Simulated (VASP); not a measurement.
# Si (Amm2) in VASP: notebook, part 2 of 2

VASP 6.6.1. The steps go on from the part before.

### Step 3. Single point, PBE (atoms displaced along several vibrational modes)

Contents of INCAR:

```
PREC = Accurate
ENCUT = 520
EDIFF = 1E-7
ISMEAR = 0
SIGMA = 0.05
LREAL = F
LASPH = T
NELM = 100
ALGO = Normal
ISIF = 2
LWAVE = F
LCHARG = F
GGA = PE
NBANDS = 26
```

Contents of KPOINTS:

```
Automatic mesh
0
Gamma
  10 10 4
```

Contents of POSCAR:

```
Si
1.0
    0.0000000000      0.0000000000      3.8608359371
    3.3455832253     -3.3455832253     -1.9304179686
    6.6911664507      6.6911664507      0.0000000000
Si
8
Direct
   -0.0370923179      0.0000000000      0.1786105076
    0.4830107658      0.0000000000      0.6786105076
    0.4830107658      0.0000000000      0.3213894924
   -0.0370923179      0.0000000000      0.8213894924
    0.7380914695      0.6427789847      0.0000000000
    0.4587690673      0.6427789847      0.5000000000
    0.0953124848      0.3572210153      0.0000000000
    0.8159900826      0.3572210153      0.5000000000
```

Potentials or basis: VASP PAW PBE potentials, release 64 (Si).

On the command line:

```sh
cat potpaw_PBE.64/Si/POTCAR > POTCAR
mpirun -np 1 vasp_std > vasp.out
```

OUTCAR:

```text
PREC = Accurate
   ENCUT = 520
   EDIFF = 1E-7
   ISMEAR = 0
   LREAL = F
   LASPH = T
   NELM = 100
   ISIF = 2
   GGA = PE

 ion  position               nearest neighbor table
   1  0.963  0.000  0.179-   3 2.29   5 2.40   7 2.40   3 2.42
   2  0.483  0.000  0.679-   4 2.29   4 2.42   8 2.46   6 2.46
   3  0.483  0.000  0.321-   1 2.29   1 2.42   8 2.46   6 2.46
   4  0.963  0.000  0.821-   2 2.29   5 2.40   7 2.40   2 2.42
   5  0.738  0.643  0.000-   7 2.36   7 2.36   1 2.40   4 2.40
   6  0.459  0.643  0.500-   8 2.36   8 2.36   2 2.46   3 2.46
   7  0.095  0.357  0.000-   5 2.36   5 2.36   4 2.40   1 2.40
   8  0.816  0.357  0.500-   6 2.36   6 2.36   3 2.46   2 2.46

  LATTYP: Found a base centered orthorhombic cell.
 ALAT       =     3.8608359371
 B/A-ratio  =     2.4509558284
 C/A-ratio  =     2.4509558284

  Lattice vectors:

 A1 = (  -3.3455832253,   3.3455832253,   1.9304179686)
 A2 = (   3.3455832253,  -3.3455832253,   1.9304179685)
 A3 = (   6.6911664507,   6.6911664507,   0.0000000000)

Analysis of symmetry for initial positions (statically):
[... 185 lines left out ...]

 E-fermi :   5.2880     XC(G=0):  -9.0656

 val. band max:        5.2468625478   @ k =   0.1000   0.3000   0.0000
 cond. band min:       5.3229750493   @ k =   0.0000   0.5000   0.2500
 fundamental gap:      0.0761125015
 Fermi energy:         5.2880245130

 k-point     1 :       0.0000    0.0000    0.0000
  band No.  band energies     occupation
      1      -6.6105      2.00000
      2      -5.6006      2.00000
      3      -4.7337      2.00000
      4      -2.5327      2.00000
      5      -0.1583      2.00000
      6      -0.1241      2.00000
[... 685 lines left out ...]
     25       9.4976      0.00000
     26       9.8735      0.00000

 [... further k-points ...]
[... 5 lines left out ...]
  --------------------------------------------------------------------------------------
  -------------------------------------------------------------------------------------
  Total       -1.3097650     -1.3097650     -1.3307358      0.3169674     -0.0000000      0.0000000
  in kB      -12.1400069    -12.1400069    -12.3343824      2.9379213     -0.0000000      0.0000000
  external PRESSURE =     -12.2047988 kB  Pullay stress =       0.0000000 kB

 VOLUME and BASIS-vectors are now :
 -----------------------------------------------------------------------------
  energy-cutoff  :      520.00
  volume of cell :      172.86
      direct lattice vectors                 reciprocal lattice vectors
     0.000000000  0.000000000  3.860835937     0.074725387 -0.074725387  0.259011265
     3.345583225 -3.345583225 -1.930417969     0.149450773 -0.149450773  0.000000000
     6.691166451  6.691166451  0.000000000     0.074725387  0.074725387  0.000000000

 POSITION                                       TOTAL-FORCE (eV/Angst)
 -----------------------------------------------------------------------------------
      1.19511      1.19511      3.71763        -0.158034     -0.158034      0.335998
      4.54070      4.54070      1.86483        -0.428884     -0.428884      0.250951
      2.15047      2.15047      1.86483         0.428884      0.428884      0.250951
      5.49605      5.49605      3.71763         0.158034      0.158034      0.335998
      2.15047     -2.15047      1.60882         0.035699     -0.035699      0.430679
      5.49605      1.19511      0.53040         0.390687     -0.390687     -1.017627
      1.19511     -1.19511     -0.32160        -0.035699      0.035699      0.430679
      4.54070      2.15047      2.46082        -0.390687      0.390687     -1.017627
 -----------------------------------------------------------------------------------
    total drift:                                0.000000     -0.000000      0.000021

  FREE ENERGIE OF THE ION-ELECTRON SYSTEM (eV)
  ---------------------------------------------------
  free  energy   TOTEN  =       -41.8557777697 eV

  energy  without entropy=      -41.8552458013  energy(sigma->0) =      -41.85551179
```

OSZICAR:

```text
N       E                     dE             d eps       ncg     rms          rms(c)
DAV:   1     0.667828070747E+02    0.66783E+02   -0.11845E+04  4836   0.100E+03
DAV:   2    -0.371727567096E+02   -0.10396E+03   -0.95792E+02  6102   0.145E+02
DAV:   3    -0.425880691072E+02   -0.54153E+01   -0.53157E+01  6386   0.303E+01
DAV:   4    -0.426926902473E+02   -0.10462E+00   -0.10430E+00  6184   0.527E+00
DAV:   5    -0.426954329890E+02   -0.27427E-02   -0.27409E-02  6338   0.804E-01    0.919E+00
DAV:   6    -0.420818111871E+02    0.61362E+00   -0.39467E-01  5724   0.251E+00    0.550E+00
DAV:   7    -0.418517428981E+02    0.23007E+00   -0.70127E-01  5944   0.325E+00    0.528E-01
DAV:   8    -0.418536476928E+02   -0.19048E-02   -0.71490E-02  5532   0.126E+00    0.343E-01
DAV:   9    -0.418551334370E+02   -0.14857E-02   -0.40073E-03  6148   0.312E-01    0.153E-01
DAV:  10    -0.418555872829E+02   -0.45385E-03   -0.14350E-03  5618   0.164E-01    0.516E-02
DAV:  11    -0.418557416527E+02   -0.15437E-03   -0.25450E-04  5902   0.774E-02    0.341E-02
DAV:  12    -0.418557776457E+02   -0.35993E-04   -0.52528E-05  5444   0.321E-02    0.694E-03
DAV:  13    -0.418557770848E+02    0.56087E-06   -0.75562E-06  6178   0.124E-02    0.291E-03
DAV:  14    -0.418557776496E+02   -0.56482E-06   -0.84353E-07  5846   0.405E-03    0.157E-03
DAV:  15    -0.418557777597E+02   -0.11011E-06   -0.18421E-07  4872   0.195E-03    0.567E-04
DAV:  16    -0.418557777697E+02   -0.99926E-08   -0.15794E-08  2958   0.658E-04
   1 F= -.41855778E+02 E0= -.41855512E+02  d E =-.531968E-03
```

Wall time 10 min (1 thread of Intel Xeon 8259CL, shared host); peak memory 0.46 GiB.

What came out:

```
Free energy            : -41.8558 eV
Pressure               : -1.2 GPa
Largest force          : 1.158 eV/Å
Band gap on the k mesh : zero (bands 16 and 17 overlap by 0.49 eV)
```

Forces on the atoms (eV/Å):
```
Si  -0.158 -0.158  0.336
Si  -0.429 -0.429  0.251
Si   0.429  0.429  0.251
Si   0.158  0.158  0.336
Si   0.036 -0.036  0.431
Si   0.391 -0.391 -1.018
Si  -0.036  0.036  0.431
Si  -0.391  0.391 -1.018
```

Stress tensor (GPa, compression positive):
```
-1.21  0.29  0.00
 0.29 -1.21  0.00
 0.00  0.00 -1.23
```

Caveat: the cell differs from its parent crystal (atoms displaced along several vibrational modes); semilocal functionals underestimate gaps, and a narrow one can read as zero; forces of over 1 eV/Å act on the atoms, so gaps and moduli don't describe the material at rest.

### Step 4. Single point, PBE (atoms displaced along several vibrational modes)

Contents of INCAR:

```
SYSTEM = Si
PREC = Accurate
ENCUT = 520
EDIFF = 1E-7
ISMEAR = 0
SIGMA = 0.05
LREAL = .FALSE.
LASPH = .TRUE.
NELM = 60
ALGO = Normal
ISIF = 2
LWAVE = .FALSE.
LCHARG = .FALSE.
GGA = PE
NBANDS = 26
```

Contents of KPOINTS:

```
regular mesh
0
G
  10 10 4
  0 0 0
```

Contents of POSCAR:

```
Si
1.0
    0.0000000000      0.0000000000      3.8608359371
    3.3455832253     -3.3455832253     -1.9304179686
    6.6911664507      6.6911664507      0.0000000000
Si
8
Direct
   -0.0445817808      0.0000000000      0.1786105076
    0.4634594526      0.0000000000      0.6786105076
    0.4634594526      0.0000000000      0.3213894924
   -0.0445817808      0.0000000000      0.8213894924
    0.8178151369      0.6427789847      0.0000000000
    0.4060861760      0.6427789847      0.5000000000
    0.1750361522      0.3572210153      0.0000000000
    0.7633071913      0.3572210153      0.5000000000
```

On the command line:

```sh
cat potpaw_PBE.64/Si/POTCAR > POTCAR
mpirun -np 1 vasp_std > vasp.out
```

It took 11 min on 1 thread of Intel Xeon 8259CL, shared host; peak memory 0.46 GiB.

The run converged. Its results:

* Free energy: -42.2491 eV
* Pressure: -0.9 GPa
* Largest force: 0.815 eV/Å
* Band gap on the k mesh: 0.04 eV (least direct gap 0.71 eV)

Forces in eV/Å, atoms in the order of the input:
```
Si  -0.074 -0.074  0.397
Si  -0.254 -0.254  0.409
Si   0.254  0.254  0.409
Si   0.074  0.074  0.397
Si   0.033 -0.033 -0.086
Si   0.270 -0.270 -0.720
Si  -0.033  0.033 -0.086
Si  -0.270  0.270 -0.720
```

Stress tensor (GPa, compression positive):
```
-1.06  0.07  0.00
 0.07 -1.06  0.00
 0.00  0.00 -0.68
```

Levels at points of the mesh, in eV from the valence-band top:
```csv
k point,band 14,band 15,band 16,band 17,band 18,band 19
"(0.00, 0.00, 0.00)",-1.59,-1.57,-0.52,1.08,1.37,1.37
"(0.50, 0.00, 0.00)",-2.45,-2.41,-2.14,1.13,1.49,1.69
"(0.00, 0.50, 0.00)",-0.79,-0.02,0.00,0.71,1.41,1.76
"(0.00, 0.00, 0.50)",-1.83,-1.66,-1.63,0.67,0.68,1.55
"(0.50, 0.00, 0.50)",-2.30,-1.48,-1.45,0.68,0.70,1.96
"(0.00, 0.50, 0.50)",-0.88,-0.64,-0.54,0.67,0.96,2.55
```

Caveat: the cell differs from its parent crystal (atoms displaced along several vibrational modes); semilocal functionals underestimate gaps, and a narrow one can read as zero. A k mesh can miss the band edges.

### Step 5. Overview

| cell | gap on the mesh (eV) | pressure (GPa) | largest force (eV/Å) |
| --- | --- | --- | --- |
| as given, atomic positions A | none | -2.2 | 1.74 |
| as given, atomic positions B | none | -1.2 | 1.16 |
| as given, atomic positions C | 0.04 | -0.9 | 0.82 |

Alike in all rows: task single point; level PBE; potentials or basis VASP PAW PBE potentials, release 64 (Si); no spin polarisation; k mesh 10 × 10 × 4; cutoff (eV) 520; smearing gaussian 0.05 eV.

Caveats: forces of over 1 eV/Å act on the atoms, so gaps and moduli don't describe the material at rest (at least some runs); semilocal functionals underestimate gaps, and a narrow one can read as zero (at least some runs).

Total energies depend on the potentials used, so only differences within one code and one set of settings carry meaning.

The gap in the log of VASP goes by the Fermi energy; the results here count the filled bands.